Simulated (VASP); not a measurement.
# BN (F-43m) in VASP: further runs

The runs below take BN through single point, with LDA.

Program: VASP 6.6.1. These are calculated values, not measurements. Logs are shortened: lines on timing, memory, paths and dates and some standing lists are left out, and cuts for length are marked.

**1. The cell of the first run**

The structure is cubic, space group F-43m (No. 216). Conventional cell: a = 3.580 Å, b = 3.580 Å, c = 3.580 Å, α = 90.00°, β = 90.00°, γ = 90.00°. B (site symmetry -43m) has 4 N at 1.55 Å within 2.1 Å. N (site symmetry -43m) has 4 B at 1.55 Å within 2.1 Å.

**2. Single point, LDA**

Input file INCAR:

```
ALGO = Normal
EDIFF = 1E-7
ENCUT = 520
ISIF = 2
ISMEAR = 0
LASPH = True
LCHARG = False
LREAL = False
LWAVE = False
NBANDS = 11
NELM = 80
PREC = Accurate
SIGMA = 0.05
```

Input file KPOINTS:

```
k-points
0
Gamma
  12 12 12
```

Input file POSCAR:

```
BN
1.0
    0.0000000000      1.7899977716      1.7899977716
    1.7899977716      0.0000000000      1.7899977716
    1.7899977716      1.7899977716      0.0000000000
B N
1 1
Direct
    0.0000000000      0.0000000000      0.0000000000
    0.7500000000      0.7500000000      0.7500000000
```

Potentials or basis: VASP PAW LDA potentials, release 64 (B, N).

On the command line:

```console
cat potpaw_LDA.64/B/POTCAR potpaw_LDA.64/N/POTCAR > POTCAR
mpirun -np 1 vasp_std > vasp.out
```

OUTCAR:

```text
EDIFF = 1E-7
   ENCUT = 520
   ISIF = 2
   ISMEAR = 0
   LASPH = True
   LREAL = False
   NELM = 80
   PREC = Accurate

 ion  position               nearest neighbor table
   1  0.000  0.000  0.000-   2 1.55   2 1.55   2 1.55   2 1.55
   2  0.750  0.750  0.750-   1 1.55   1 1.55   1 1.55   1 1.55

  LATTYP: Found a face centered cubic cell.
 ALAT       =     3.5799955432

  Lattice vectors:

 A1 = (   0.0000000000,   1.7899977716,   1.7899977716)
 A2 = (   1.7899977716,   0.0000000000,   1.7899977716)
 A3 = (   1.7899977716,   1.7899977716,   0.0000000000)

Analysis of symmetry for initial positions (statically):
=====================================================================
 Subroutine PRICEL returns:
 Original cell was already a primitive cell.

 Routine SETGRP: Setting up the symmetry group for a
 face centered cubic supercell.

 Subroutine GETGRP returns: Found 24 space group operations
 (whereof 24 operations were pure point group operations)
 out of a pool of 48 trial point group operations.

The static configuration has the point symmetry T_d .

Analysis of symmetry for dynamics (positions and initial velocities):
=====================================================================
 Subroutine PRICEL returns:
 Original cell was already a primitive cell.

 Routine SETGRP: Setting up the symmetry group for a
 face centered cubic supercell.

 Subroutine GETGRP returns: Found 24 space group operations
 (whereof 24 operations were pure point group operations)
 out of a pool of 48 trial point group operations.

The dynamic configuration has the point symmetry T_d .

 Subroutine INISYM returns: Found 24 space group operations
 (whereof 24 operations are pure point group operations),
 and found     1 'primitive' translations

----------------------------------------------------------------------------------------

                                     Primitive cell

  volume of cell :      11.4706

  direct lattice vectors                    reciprocal lattice vectors
     0.000000000  1.789997772  1.789997772    -0.279329957  0.279329957  0.279329957
     1.789997772  0.000000000  1.789997772     0.279329957 -0.279329957  0.279329957
     1.789997772  1.789997772  0.000000000     0.279329957  0.279329957 -0.279329957

  length of vectors
     2.531439125  2.531439125  2.531439125     0.483813677  0.483813677  0.483813677

  position of ions in fractional coordinates (direct lattice)
     0.000000000  0.000000000  0.000000000
     0.750000000  0.750000000  0.750000000

  ion indices of the primitive-cell ions
   primitive index   ion index
                 1           1
                 2           2

----------------------------------------------------------------------------------------

 KPOINTS: k-points

Automatic generation of k-mesh.
 Grid dimensions read from file:
 generate k-points for:   12   12   12

 Generating k-lattice:

  Cartesian coordinates                     Fractional coordinates (reciprocal lattice)
    -0.023277496  0.023277496  0.023277496     0.083333333  0.000000000  0.000000000
     0.023277496 -0.023277496  0.023277496     0.000000000  0.083333333  0.000000000
     0.023277496  0.023277496 -0.023277496     0.000000000  0.000000000  0.083333333

  Length of vectors
     0.040317806  0.040317806  0.040317806

  Shift w.r.t. Gamma in fractional coordinates (k-lattice)
     0.000000000  0.000000000  0.000000000

 Subroutine IBZKPT returns following result:
 ===========================================

 Found     72 irreducible k-points:

 Following reciprocal coordinates:
            Coordinates               Weight
  0.000000  0.000000  0.000000      1.000000
  0.083333  0.000000  0.000000      8.000000
  0.166667  0.000000  0.000000      8.000000
  0.250000  0.000000  0.000000      8.000000
  0.333333  0.000000  0.000000      8.000000
  0.416667  0.000000  0.000000      8.000000
[... 16 lines left out ...]
  0.500000  0.166667  0.000000     24.000000
 -0.416667  0.166667  0.000000     24.000000
 [... further k-points ...]
   k-points           NKPTS =     72   k-points in BZ     NKDIM =     72   number of bands    NBANDS=     11
   number of dos      NEDOS =    301   number of ions     NIONS =      2
   total plane-waves  NPLWV =   8000
   dimension x,y,z NGX =    20 NGY =   20 NGZ =   20
   dimension x,y,z NGXF=    40 NGYF=   40 NGZF=   40
   ions per type =               1   1
   NGX,Y,Z   is equivalent  to a cutoff of  13.13, 13.13, 13.13 a.u.
   NGXF,Y,Z  is equivalent  to a cutoff of  26.27, 26.27, 26.27 a.u.
 SYSTEM =  unknown system
   PREC   = accura    normal or accurate (medium, high low for compatibility)
   ISTART =      0    job   : 0-new  1-cont  2-samecut
   ICHARG =      2    charge: 1-file 2-atom 10-const
   ISPIN  =      1    spin polarized calculation?
   LNONCOLLINEAR =      F non collinear calculations
   LSORBIT =      F    spin-orbit coupling
   LASPH  =      T    aspherical Exc in radial PAW
   ENCUT  =  520.0 eV  38.22 Ry    6.18 a.u.   4.71  4.71  4.71*2*pi/ulx,y,z
   NELM   =     80;   NELMIN=  2; NELMDL= -5     # of ELM steps
   EDIFF  = 0.1E-06   stopping-criterion for ELM
   LREAL  =      F    real-space projection
   EDIFFG = 0.1E-05   stopping-criterion for IOM
   NSW    =      0    number of steps for IOM
   IBRION =     -1    ionic relax: 0-MD 1-quasi-New 2-CG
   NFREE  =      0    steps in history (QN), initial steepest desc. (CG)
   ISIF   =      2    stress and relaxation
   ISYM   =      2    0-nonsym 1-usesym 2-fastsym
   POTIM  = 0.5000    time-step for ionic-motion
   TEBEG  =    0.0;   TEEND  =   0.0 temperature during run
   PSTRESS=    0.0 pullay stress
   NELECT =       8.0000    total number of electrons
   NUPDOWN=      -1.0000    fix difference up-down
   EMIN   =  10.00;   EMAX   =-10.00  energy-range for DOS
   EFERMI =   0.00;   METHOD = LEGACY
   ISMEAR =     0;   SIGMA  =   0.05  broadening in eV -4-tet -1-fermi 0-gaus
   EFERMI_NEDOS =   21; number of points for ismear=-14 and -15
   IALGO  =     38    algorithm
   IMIX   =      4    mixing-type and parameters
     AMIX     =   0.40;   BMIX     =  1.00
     AMIX_MAG =   1.60;   BMIX_MAG =  1.00
  volume/ion in A,a.u.               =       5.74        38.70
  Fermi-wavevector in a.u.,A,eV,Ry     =   1.451807  2.743518 28.677608  2.107745
  Thomas-Fermi vector in A             =   2.569262
   LORBIT       =      0    0 simple, 1 ext, 2 COOP (PROOUT), +10 PAW based schemes
   GGA     = CA    functional components
   LHFCALC =     F    Hartree Fock is set to
   AEXX    =    0.0000 exact exchange contribution
   IVDW    =     0    specifies the selected vdW correction
   LEPSILON=     F    determine dielectric tensor
   LRPA    =     F    only Hartree local field effects (RPA)
 non-spin polarized calculation
 Gauss-broadening in eV      SIGMA  =   0.05
  energy-cutoff  :      520.00
  volume of cell :       11.47
 maximum number of plane-waves:       331
   NGX =  9   NGY =  9   NGZ =  9

 number of electron       7.9999999 magnetization

 Free energy of the ion-electron system (eV)
  ---------------------------------------------------
  ext. energy  EPLUGINS =         0.00000000
  ---------------------------------------------------
  free energy    TOTEN  =       -19.41378019 eV

  energy without entropy =      -19.41378019  energy(sigma->0) =      -19.41378019

 E-fermi :   8.0528     XC(G=0): -13.2457

 val. band max:        7.7588014651   @ k =   0.0000   0.0000   0.0000
 cond. band min:      12.1361658231   @ k =   0.5000   0.5000   0.0000
 fundamental gap:      4.3773643580
 Fermi energy:         8.0528100392

 k-point     1 :       0.0000    0.0000    0.0000
  band No.  band energies     occupation
      1     -12.6454      2.00000
      2       7.7588      2.00000
      3       7.7588      2.00000
      4       7.7588      2.00000
      5      16.5793      0.00000
      6      16.5793      0.00000
      7      16.5793      0.00000
      8      18.6763      0.00000
      9      32.8031      0.00000
     10      35.9077      0.00000
     11      35.9077      0.00000

 k-point     2 :       0.0833    0.0000    0.0000
  band No.  band energies     occupation
      1     -12.4717      2.00000
      2       6.8353      2.00000
      3       7.5706      2.00000
      4       7.5706      2.00000
      5      16.8494      0.00000
      6      16.8630      0.00000
      7      16.8630      0.00000
      8      19.1886      0.00000
      9      32.4772      0.00000
     10      33.5171      0.00000
     11      33.5171      0.00000

 k-point     3 :       0.1667    0.0000    0.0000
  band No.  band energies     occupation
      1     -11.9568      2.00000
      2       4.7031      2.00000
      3       7.1144      2.00000
      4       7.1144      2.00000
      5      17.2857      0.00000
      6      17.5183      0.00000
      7      17.5183      0.00000
      8      20.4095      0.00000
      9      31.7761      0.00000
     10      31.9203      0.00000
     11      31.9203      0.00000

 k-point     4 :       0.2500    0.0000    0.0000
  band No.  band energies     occupation
      1     -11.1222      2.00000
      2       2.1882      2.00000
      3       6.5901      2.00000
      4       6.5901      2.00000
      5      17.6935      0.00000
      6      18.1367      0.00000
      7      18.1367      0.00000
      8      21.6259      0.00000
      9      31.2191      0.00000
     10      31.5093      0.00000
     11      31.5093      0.00000
[... 239 lines left out ...]
 k-point    22 :       0.4167    0.1667    0.0000
  band No.  band energies     occupation
      1      -9.0906      2.00000
      2      -0.5799      2.00000
      3       4.5653      2.00000
      4       4.6981      2.00000
      5      16.2950      0.00000
      6      20.4480      0.00000
      7      20.7371      0.00000
      8      21.7160      0.00000
      9      28.2258      0.00000
     10      34.3031      0.00000
     11      36.4329      0.00000

 k-point    23 :       0.5000    0.1667    0.0000
  band No.  band energies     occupation
      1      -8.0521      2.00000
      2      -2.2195      2.00000
      3       3.9618      2.00000
      4       4.7755      2.00000
      5      16.6380      0.00000
      6      20.4367      0.00000
      7      20.4800      0.00000
      8      23.0241      0.00000
      9      28.5795      0.00000
     10      34.4802      0.00000
     11      35.6108      0.00000

 k-point    24 :      -0.4167    0.1667    0.0000
  band No.  band energies     occupation
      1      -7.8473      2.00000
      2      -2.5107      2.00000
      3       3.5449      2.00000
      4       5.1027      2.00000
      5      17.0897      0.00000
      6      20.0745      0.00000
      7      20.3078      0.00000
      8      23.6596      0.00000
      9      28.8619      0.00000
     10      33.3011      0.00000
     11      34.7426      0.00000

 [... further k-points ...]

------------------------ aborting loop because EDIFF is reached ----------------------------------------

  FORCE on cell =-STRESS in cart. coord.  units (eV):
  Direction    XX          YY          ZZ          XY          YZ          ZX
  --------------------------------------------------------------------------------------
  -------------------------------------------------------------------------------------
  Total        0.0843905      0.0843905      0.0843905     -0.0000000      0.0000000      0.0000000
  in kB       11.7873619     11.7873619     11.7873619     -0.0000000      0.0000000      0.0000000
  external PRESSURE =      11.7873619 kB  Pullay stress =       0.0000000 kB

 VOLUME and BASIS-vectors are now :
 -----------------------------------------------------------------------------
  energy-cutoff  :      520.00
  volume of cell :       11.47
      direct lattice vectors                 reciprocal lattice vectors
     0.000000000  1.789997772  1.789997772    -0.279329957  0.279329957  0.279329957
     1.789997772  0.000000000  1.789997772     0.279329957 -0.279329957  0.279329957
     1.789997772  1.789997772  0.000000000     0.279329957  0.279329957 -0.279329957

 POSITION                                       TOTAL-FORCE (eV/Angst)
 -----------------------------------------------------------------------------------
      0.00000      0.00000      0.00000         0.000000      0.000000     -0.000000
      2.68500      2.68500      2.68500        -0.000000     -0.000000      0.000000
 -----------------------------------------------------------------------------------
    total drift:                                0.000000      0.000000      0.000000

  FREE ENERGIE OF THE ION-ELECTRON SYSTEM (eV)
  ---------------------------------------------------
  free  energy   TOTEN  =       -19.4137801913 eV

  energy  without entropy=      -19.4137801913  energy(sigma->0) =      -19.41378019
```

It took 8.7 s on 1 thread of Intel Xeon 8259CL, shared host; peak memory 0.12 GiB.

Results:

| Item | Value |
| --- | --- |
| Free energy | -19.4138 eV |
| Pressure | 1.2 GPa |
| Band gap on the k mesh | 4.38 eV, indirect (least direct gap 8.82 eV) |

Levels at points of the mesh, in eV from the valence-band top:
```csv
k point,band 2,band 3,band 4,band 5,band 6,band 7
"(0.00, 0.00, 0.00)",0.00,0.00,0.00,8.82,8.82,8.82
"(0.50, 0.00, 0.00)",-10.98,-2.00,-2.00,10.59,10.72,10.72
"(0.50, 0.50, 0.00)",-9.08,-5.07,-5.07,4.38,9.31,18.15
```

A k mesh can miss the band edges.

(Part 1 of 2 ends here.)
